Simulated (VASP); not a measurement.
# Fe (P6/mmm) in VASP: a series of runs

Runs on Fe. Level: BLYP. Tasks: single point.

All numbers are computed with VASP 6.6.1; they aren't measurements. Logs are shortened: lines on timing, memory, paths and dates and some standing lists are left out, and cuts for length are marked.

### Step 1. The cell of the first run

The structure is hexagonal, space group P6/mmm (No. 191). The conventional cell has a = 4.248 Å, b = 4.248 Å, c = 2.410 Å, α = 90.00°, β = 90.00°, γ = 120.00°. Within 3.2 Å of Fe (site symmetry 6/mmm) lie 14 Fe at 2.41 to 2.73 Å. Fe (site symmetry -6m2) has 11 Fe at 2.41 to 2.73 Å within 3.2 Å.

This isn't the form of Fe at room conditions, which is bcc.

### Step 2. Single point, BLYP, collinear spin, ferromagnetic start

INCAR reads:

```
SYSTEM = Fe
PREC = Accurate
ENCUT = 520
EDIFF = 1E-6
ISMEAR = -1
SIGMA = 0.05
LREAL = .FALSE.
LASPH = .TRUE.
NELM = 150
ALGO = Normal
ISIF = 2
LWAVE = .FALSE.
LCHARG = .FALSE.
ISPIN = 2
MAGMOM = 2.5 2.5 2.5
LORBIT = 11
LMAXMIX = 4
GGA = B5
ALDAX = 1.0
AGGAX = 1.0
AGGAC = 1.0
ALDAC = 0.0
NBANDS = 23
```

KPOINTS reads:

```
Automatic mesh
0
G
  9 9 13
  0 0 0
```

POSCAR reads:

```
Fe
1.0
    4.2476413330      0.0000000000      0.0000000000
   -2.1238206665      3.6785653005      0.0000000000
    0.0000000000      0.0000000000      2.4101010338
Fe
3
Direct
    1.0000000000      0.0000000000      0.0000000000
    0.3333333333      0.6666666667      0.5000000000
    0.6666666667      0.3333333333      0.5000000000
```

Potentials or basis: VASP PAW PBE potentials, release 64 (Fe).

Command:

```bash
$ cat potpaw_PBE.64/Fe/POTCAR > POTCAR
$ mpirun -np 1 vasp_std > vasp.out
```

OUTCAR:

```text
SYSTEM = Fe
   PREC = Accurate
   ENCUT = 520
   EDIFF = 1E-6
   ISMEAR = -1
   LREAL = .FALSE.
   LASPH = .TRUE.
   NELM = 150
   ISIF = 2
   ISPIN = 2
   LORBIT = 11
   GGA = B5

 ion  position               nearest neighbor table
   1  0.000  0.000  0.000-   2 2.73   3 2.73   2 2.73   3 2.73   2 2.73   2 2.73   3 2.73   3 2.73
                             3 2.73   3 2.73   2 2.73   2 2.73
   2  0.333  0.667  0.500-   3 2.45   3 2.45   3 2.45   1 2.73   1 2.73   1 2.73   1 2.73   1 2.73
                             1 2.73
   3  0.667  0.333  0.500-   2 2.45   2 2.45   2 2.45   1 2.73   1 2.73   1 2.73   1 2.73   1 2.73
                             1 2.73

  LATTYP: Found a hexagonal cell.
 ALAT       =     4.2476413330
 C/A-ratio  =     0.5673974907

  Lattice vectors:

 A1 = (   4.2476413330,   0.0000000000,   0.0000000000)
 A2 = (  -2.1238206665,   3.6785653005,   0.0000000000)
 A3 = (   0.0000000000,   0.0000000000,   2.4101010338)

Analysis of symmetry for initial positions (statically):
=====================================================================
 Subroutine PRICEL returns:
 Original cell was already a primitive cell.

 Routine SETGRP: Setting up the symmetry group for a
 hexagonal supercell.

 Subroutine GETGRP returns: Found 24 space group operations
 (whereof 24 operations were pure point group operations)
 out of a pool of 24 trial point group operations.

The static configuration has the point symmetry D_6h.

Analysis of symmetry for dynamics (positions and initial velocities):
=====================================================================
 Subroutine PRICEL returns:
 Original cell was already a primitive cell.

 Routine SETGRP: Setting up the symmetry group for a
 hexagonal supercell.

 Subroutine GETGRP returns: Found 24 space group operations
 (whereof 24 operations were pure point group operations)
 out of a pool of 24 trial point group operations.

The dynamic configuration has the point symmetry D_6h.

Analysis of structural, dynamic, and magnetic symmetry:
=====================================================================
 Subroutine PRICEL returns:
 Original cell was already a primitive cell.

 Routine SETGRP: Setting up the symmetry group for a
 hexagonal supercell.

 Subroutine GETGRP returns: Found 24 space group operations
 (whereof 24 operations were pure point group operations)
 out of a pool of 24 trial point group operations.

The overall configuration has the point symmetry D_6h.

 Subroutine INISYM returns: Found 24 space group operations
 (whereof 24 operations are pure point group operations),
 and found     1 'primitive' translations

----------------------------------------------------------------------------------------

                                     Primitive cell

  volume of cell :      37.6584

  direct lattice vectors                    reciprocal lattice vectors
     4.247641333  0.000000000  0.000000000     0.235424774  0.135922557  0.000000000
    -2.123820666  3.678565300  0.000000000     0.000000000  0.271845113  0.000000000
     0.000000000  0.000000000  2.410101034     0.000000000  0.000000000  0.414920365

  length of vectors
     4.247641333  4.247641333  2.410101034     0.271845113  0.271845113  0.414920365

  position of ions in fractional coordinates (direct lattice)
     0.000000000  0.000000000  0.000000000
     0.333333333  0.666666667  0.500000000
     0.666666667  0.333333333  0.500000000

  ion indices of the primitive-cell ions
   primitive index   ion index
                 1           1
                 2           2
                 3           3

----------------------------------------------------------------------------------------

 KPOINTS: Automatic mesh

Automatic generation of k-mesh.
 Grid dimensions read from file:
 generate k-points for:    9    9   13

 Generating k-lattice:

  Cartesian coordinates                     Fractional coordinates (reciprocal lattice)
     0.026158308  0.015102506  0.000000000     0.111111111  0.000000000  0.000000000
     0.000000000  0.030205013  0.000000000     0.000000000  0.111111111  0.000000000
     0.000000000  0.000000000  0.031916951     0.000000000  0.000000000  0.076923077

  Length of vectors
     0.030205013  0.030205013  0.031916951

  Shift w.r.t. Gamma in fractional coordinates (k-lattice)
     0.000000000  0.000000000  0.000000000

 Subroutine IBZKPT returns following result:
 ===========================================

 Found     84 irreducible k-points:

 Following reciprocal coordinates:
            Coordinates               Weight
  0.000000  0.000000  0.000000      1.000000
  0.111111  0.000000  0.000000      6.000000
  0.222222  0.000000  0.000000      6.000000
  0.333333 -0.000000  0.000000      6.000000
  0.444444  0.000000  0.000000      6.000000
  0.111111  0.111111  0.000000      6.000000
[... 16 lines left out ...]
  0.333333  0.222222  0.076923     24.000000
[... 34 lines left out ...]
   EFERMI =   0.00;   METHOD = LEGACY
   ISMEAR =    -1;   SIGMA  =   0.05  broadening in eV -4-tet -1-fermi 0-gaus
   EFERMI_NEDOS =   21; number of points for ismear=-14 and -15
   IALGO  =     38    algorithm
   IMIX   =      4    mixing-type and parameters
     AMIX     =   0.40;   BMIX     =  1.00
     AMIX_MAG =   1.60;   BMIX_MAG =  1.00
  volume/ion in A,a.u.               =      12.55        84.71
  Fermi-wavevector in a.u.,A,eV,Ry     =   1.408828  2.662299 27.004804  1.984797
  Thomas-Fermi vector in A             =   2.530946
   LORBIT       =     11    0 simple, 1 ext, 2 COOP (PROOUT), +10 PAW based schemes
   GGA     = B5    functional components
   LHFCALC =     F    Hartree Fock is set to
   AEXX    =    0.0000 exact exchange contribution
   IVDW    =     0    specifies the selected vdW correction
   LEPSILON=     F    determine dielectric tensor
   LRPA    =     F    only Hartree local field effects (RPA)
 spin polarized calculation
  energy-cutoff  :      520.00
  volume of cell :       37.66
 maximum number of plane-waves:      1056
 NGX is ok and might be reduce to    32
   NGX = 15   NGY = 15   NGZ =  9

 number of electron      24.0000009 magnetization       7.5539322

 Free energy of the ion-electron system (eV)
  ---------------------------------------------------
  ext. energy  EPLUGINS =         0.00000000
  ---------------------------------------------------
  free energy    TOTEN  =       -21.04294244 eV

  energy without entropy =      -21.01477701  energy(sigma->0) =      -21.02885972

 E-fermi :   5.6065     XC(G=0): -11.9396

 val. band max:        5.6019709503   @ k =   0.4444   0.0000   0.1538
 cond. band min:       5.6076566897   @ k =   0.1111   0.0000   0.4615
 fundamental gap:      0.0056857394
 Fermi energy:         5.6064755749

 spin component 1

 k-point     1 :       0.0000    0.0000    0.0000
  band No.  band energies     occupation
      1      -2.3966      1.00000
      2       1.3851      1.00000
      3       2.4612      1.00000
      4       2.4719      1.00000
      5       2.4719      1.00000
      6       2.6130      1.00000
[... 15 lines left out ...]
     22      13.2044      0.00000
     23      23.1228      0.00000
[... 575 lines left out ...]
      1       0.5160      1.00000
      2       0.7430      1.00000
      3       0.7430      1.00000
      4       2.4235      1.00000
      5       2.4235      1.00000
      6       2.5387      1.00000
[... 15 lines left out ...]
     22      23.7542      0.00000
     23      23.7642      0.00000

 [... further k-points ...]

 spin component 2

 k-point     1 :       0.0000    0.0000    0.0000
  band No.  band energies     occupation
      1      -2.1693      1.00000
      2       2.8781      1.00000
      3       4.0029      1.00000
      4       4.1037      1.00000
      5       4.1037      1.00000
      6       4.1124      1.00000
[... 15 lines left out ...]
     22      14.1588      0.00000
     23      23.6471      0.00000
[... 575 lines left out ...]
      1       1.1983      1.00000
      2       1.3745      1.00000
      3       1.3745      1.00000
      4       4.1805      1.00000
      5       4.1805      1.00000
      6       4.5127      1.00000
[... 15 lines left out ...]
     22      24.1295      0.00000
     23      24.1298      0.00000

 [... further k-points ...]

------------------------ aborting loop because EDIFF is reached ----------------------------------------

  FORCE on cell =-STRESS in cart. coord.  units (eV):
  Direction    XX          YY          ZZ          XY          YZ          ZX
  --------------------------------------------------------------------------------------
  -------------------------------------------------------------------------------------
  Total        0.0445001      0.0445001     -0.0187446      0.0000000     -0.0000000     -0.0000000
  in kB        1.8932598      1.8932598     -0.7974905      0.0000000     -0.0000000     -0.0000000
  external PRESSURE =       0.9963430 kB  Pullay stress =       0.0000000 kB

 VOLUME and BASIS-vectors are now :
 -----------------------------------------------------------------------------
  energy-cutoff  :      520.00
  volume of cell :       37.66
      direct lattice vectors                 reciprocal lattice vectors
     4.247641333  0.000000000  0.000000000     0.235424774  0.135922557  0.000000000
    -2.123820666  3.678565300  0.000000000     0.000000000  0.271845113  0.000000000
     0.000000000  0.000000000  2.410101034     0.000000000  0.000000000  0.414920365

 POSITION                                       TOTAL-FORCE (eV/Angst)
 -----------------------------------------------------------------------------------
      0.00000      0.00000      0.00000         0.000000      0.000000      0.000000
     -0.00000      2.45238      1.20505         0.000000      0.000000     -0.000000
      2.12382      1.22619      1.20505        -0.000000     -0.000000      0.000000
 -----------------------------------------------------------------------------------
    total drift:                               -0.000000      0.000000      0.000000

  FREE ENERGIE OF THE ION-ELECTRON SYSTEM (eV)
  ---------------------------------------------------
  free  energy   TOTEN  =       -21.0429424358 eV

  energy  without entropy=      -21.0147770112  energy(sigma->0) =      -21.02885972

 total charge

# of ion       s       p       d       tot
------------------------------------------
    1        0.446   0.441   6.212   7.099
    2        0.467   0.441   6.266   7.175
    3        0.467   0.441   6.266   7.175
--------------------------------------------------
tot          1.381   1.324  18.744  21.449

 magnetization (x)

# of ion       s       p       d       tot
------------------------------------------
    1       -0.011  -0.044   2.661   2.606
    2       -0.012  -0.029   2.510   2.469
    3       -0.012  -0.029   2.510   2.469
--------------------------------------------------
tot         -0.035  -0.102   7.681   7.543
```

Wall time 2.1 min (1 thread of Intel Xeon 8259CL, shared host); peak memory 0.23 GiB.

What came out:

```yaml
Free_energy: -21.0429 eV
Pressure: 0.1 GPa
Net_moment: 7.55 μB per cell
Site_moments: Fe +2.61, +2.47 (each value once) μB
Valence_electrons_inside_the_program's_atomic_spheres: Fe 7.10, 7.17 (each value once)
```

Levels at points of the mesh, in eV from the Fermi level:
Spin up:
| k point | band 12 | band 13 | band 14 | band 15 | band 16 | band 17 | band 18 | band 19 | band 20 | band 21 |
| --- | --- | --- | --- | --- | --- | --- | --- | --- | --- | --- |
| (0.00, 0.00, 0.00) | -1.49 | -1.47 | -1.47 | -0.57 | -0.57 | 5.54 | 5.54 | 5.56 | 5.56 | 7.44 |
Spin down:
| k point | band 6 | band 7 | band 8 | band 9 | band 10 | band 11 |
| --- | --- | --- | --- | --- | --- | --- |
| (0.00, 0.00, 0.00) | -1.49 | -1.49 | -0.96 | 0.16 | 0.16 | 1.31 |

Caveat: the PAW data sets were made with another functional, which shifts forces and pressure a little.

### Step 3. Single point, BLYP, collinear spin, ferromagnetic start (11.05 Å³/atom)

This run uses another cell than the first one, of 11.05 Å³/atom.

INCAR reads:

```
SYSTEM = Fe
PREC = Accurate ; ENCUT = 520
EDIFF = 1E-6 ; ISMEAR = -1
SIGMA = 0.05 ; LREAL = .FALSE.
LASPH = .TRUE. ; NELM = 150
ALGO = Normal ; ISIF = 2
LWAVE = .FALSE. ; LCHARG = .FALSE.
ISPIN = 2 ; MAGMOM = 2.612 2.481 2.481
LORBIT = 11 ; LMAXMIX = 4
GGA = B5 ; ALDAX = 1.0
AGGAX = 1.0 ; AGGAC = 1.0
ALDAC = 0.0 ; NBANDS = 23
```

KPOINTS reads:

```
Automatic mesh
0
G
  10 10 15
  0 0 0
```

POSCAR reads:

```
Fe
1.0
    4.0704466057      0.0000000000      0.0000000000
   -2.0352233028      3.5251101653      0.0000000000
    0.0000000000      0.0000000000      2.3095611902
Fe
3
Direct
    1.0000000000      0.0000000000      0.0000000000
    0.3333333333      0.6666666667      0.5000000000
    0.6666666667      0.3333333333      0.5000000000
```

Potentials or basis: VASP PAW PBE potentials, release 64 (Fe).

Command:

```bash
$ cat potpaw_PBE.64/Fe/POTCAR > POTCAR
$ mpirun -np 1 vasp_std > vasp.out
```

Run time: 3.6 min. Hardware: 1 thread of Intel Xeon 8259CL, shared host; peak memory 0.24 GiB.

The run converged. Its results:

| Item | Value |
| --- | --- |
| Free energy | -20.6225 eV |
| Pressure | 5.2 GPa |
| Net moment | 3.55 μB per cell |
| Site moments | Fe +0.65, +1.44 (each value once) μB |
| Valence electrons inside the program's atomic spheres | Fe 7.35, 7.41 (each value once) |

Stress tensor (GPa, compression positive):
```
-0.74  0.00  0.00
 0.00 -0.74  0.00
 0.00  0.00 17.01
```

Levels at points of the mesh, in eV from the Fermi level:
Spin up:
| k point | band 12 | band 13 | band 14 | band 15 | band 16 | band 17 |
| --- | --- | --- | --- | --- | --- | --- |
| (0.00, 0.00, 0.00) | -1.03 | -0.73 | -0.73 | 0.34 | 0.34 | 6.71 |
| (0.50, 0.00, 0.00) | -0.19 | -0.13 | 0.02 | 0.06 | 0.20 | 0.35 |
Spin down:
```csv
k point,band 7,band 8,band 9,band 10,band 11,band 12,band 13,band 14
"(0.00, 0.00, 0.00)",-2.10,-1.86,-0.62,-0.62,0.35,0.35,0.86,0.86
"(0.50, 0.00, 0.00)",-1.82,-1.64,-0.01,0.42,0.45,0.73,0.98,1.25
```

Caveat: the stress differs along the axes, from -1 to 17 GPa; the PAW data sets were made with another functional, which shifts forces and pressure a little.

### Step 4. Single point, BLYP, collinear spin, ferromagnetic start (11.55 Å³/atom)

This run uses another cell than the first one, of 11.55 Å³/atom.

INCAR is that of step 3.

KPOINTS reads:

```
regular mesh
0
G
  10 10 15
  0 0 0
```

POSCAR reads:

```
Fe
1.0
    4.1312084982      0.0000000000      0.0000000000
   -2.0656042491      3.5777315078      0.0000000000
    0.0000000000      0.0000000000      2.3440373355
Fe
3
Direct
    1.0000000000      0.0000000000      0.0000000000
    0.3333333333      0.6666666667      0.5000000000
    0.6666666667      0.3333333333      0.5000000000
```

Command:

```bash
$ cat potpaw_PBE.64/Fe/POTCAR > POTCAR
$ mpirun -np 1 vasp_std > vasp.out
```

Wall time 4 min (1 thread of Intel Xeon 8259CL, shared host); peak memory 0.25 GiB.

It converged, with:

```yaml
Free_energy: -20.9338 eV
Pressure: 12.9 GPa
Net_moment: 6.95 μB per cell
Site_moments: Fe +2.48, +2.21 (each value once) μB
Valence_electrons_inside_the_program's_atomic_spheres: Fe 7.25, 7.33 (each value once)
```

Stress tensor (GPa, compression positive):
```
12.81  0.00  0.00
 0.00 12.81  0.00
 0.00  0.00 13.12
```

Levels at points of the mesh, in eV from the Fermi level:
Spin up:
```tsv
k point	band 12	band 13	band 14	band 15	band 16	band 17	band 18	band 19	band 20	band 21
(0.00, 0.00, 0.00)	-1.36	-1.33	-1.33	-0.30	-0.30	6.12	6.12	6.15	6.15	8.37
(0.50, 0.00, 0.00)	-0.87	-0.61	-0.61	-0.54	-0.33	-0.13	0.13	6.59	14.81	14.84
```
Spin down:
```csv
k point,band 7,band 8,band 9,band 10,band 11,band 12
"(0.00, 0.00, 0.00)",-1.71,-1.19,0.05,0.05,1.27,1.27
"(0.50, 0.00, 0.00)",-1.19,-0.94,0.31,0.72,1.39,1.42
```

Caveat: the cell stands under pressure; the PAW data sets were made with another functional, which shifts forces and pressure a little.

### Step 5. Single point, BLYP, collinear spin, ferromagnetic start (12.05 Å³/atom)

This run uses another cell than the first one, of 12.05 Å³/atom.

INCAR reads:

```
SYSTEM = Fe
AGGAC = 1.0
AGGAX = 1.0
ALDAC = 0.0
ALDAX = 1.0
ALGO = Normal
EDIFF = 1E-7
ENCUT = 520
GGA = B5
ISIF = 2
ISMEAR = -1
ISPIN = 2
LASPH = .True.
LCHARG = .False.
LMAXMIX = 4
LORBIT = 11
LREAL = .False.
LWAVE = .False.
MAGMOM = 2.612 2.481 2.481
NBANDS = 23
NELM = 150
PREC = Accurate
SIGMA = 0.05
```

KPOINTS reads:

```
k-points
0
Gamma
  10 10 15
  0 0 0
```

POSCAR reads:

```
Fe
1.0
    4.1902337371      0.0000000000      0.0000000000
   -2.0951168686      3.6288488641      0.0000000000
    0.0000000000      0.0000000000      2.3775281079
Fe
3
Direct
    1.0000000000      0.0000000000      0.0000000000
    0.3333333333      0.6666666667      0.5000000000
    0.6666666667      0.3333333333      0.5000000000
```

Command:

```bash
$ cat potpaw_PBE.64/Fe/POTCAR > POTCAR
$ mpirun -np 1 vasp_std > vasp.out
```

It took 3.2 min on 1 thread of Intel Xeon 8259CL, shared host; peak memory 0.25 GiB.

Results (log left out):

| Property | Result |
| --- | --- |
| Free energy | -21.0189 eV |
| Pressure | 5.6 GPa |
| Net moment | 7.23 μB per cell |
| Site moments | Fe +2.53, +2.34 (each value once) μB |
| Valence electrons inside the program's atomic spheres | Fe 7.17, 7.25 (each value once) |

Stress tensor (GPa, compression positive):
```
5.70 0.00 0.00
0.00 5.70 0.00
0.00 0.00 5.27
```

Levels at points of the mesh, in eV from the Fermi level:
Spin up:
| k point | band 14 | band 15 | band 16 | band 17 | band 18 | band 19 |
| --- | --- | --- | --- | --- | --- | --- |
| (0.00, 0.00, 0.00) | -1.41 | -0.45 | -0.45 | 5.82 | 5.82 | 5.84 |
| (0.50, 0.00, 0.00) | -0.73 | -0.68 | -0.49 | -0.30 | 0.10 | 6.15 |
Spin down:
```
           k point  band 6  band 7  band 8  band 9  band 10  band 11
(0.00, 0.00, 0.00)   -1.60   -1.60   -1.08    0.11     0.11     1.29
(0.50, 0.00, 0.00)   -1.33   -1.08   -0.84    0.27     0.76     1.40
```

Caveat: the cell stands under pressure; the PAW data sets were made with another functional, which shifts forces and pressure a little.

### Step 6. Summary

```csv
cell,k mesh,gap on the mesh (eV),pressure (GPa),moment (μB)
"a = 4.248, b = 4.248, c = 2.410 Å, angles 90.0, 90.0, 120.0°, 3 atoms",9 × 9 × 13,none,0.1,7.55
"a = 4.070, b = 4.070, c = 2.310 Å, angles 90.0, 90.0, 120.0°, 3 atoms",10 × 10 × 15,none,5.2,3.55
"a = 4.131, b = 4.131, c = 2.344 Å, angles 90.0, 90.0, 120.0°, 3 atoms",10 × 10 × 15,none,12.9,6.95
"a = 4.190, b = 4.190, c = 2.378 Å, angles 90.0, 90.0, 120.0°, 3 atoms",10 × 10 × 15,none,5.6,7.23
```

Alike in all rows: task single point; level BLYP; potentials or basis VASP PAW PBE potentials, release 64 (Fe); spin collinear, ferromagnetic start; cutoff (eV) 520; smearing fermi-dirac 0.05 eV.

Caveats: the PAW data sets were made with another functional, which shifts forces and pressure a little; the cell stands under pressure (at least some runs); the stress differs along the axes, from -1 to 17 GPa (at least some runs).

Total energies depend on the potentials used, so only differences within one code and one set of settings carry meaning.
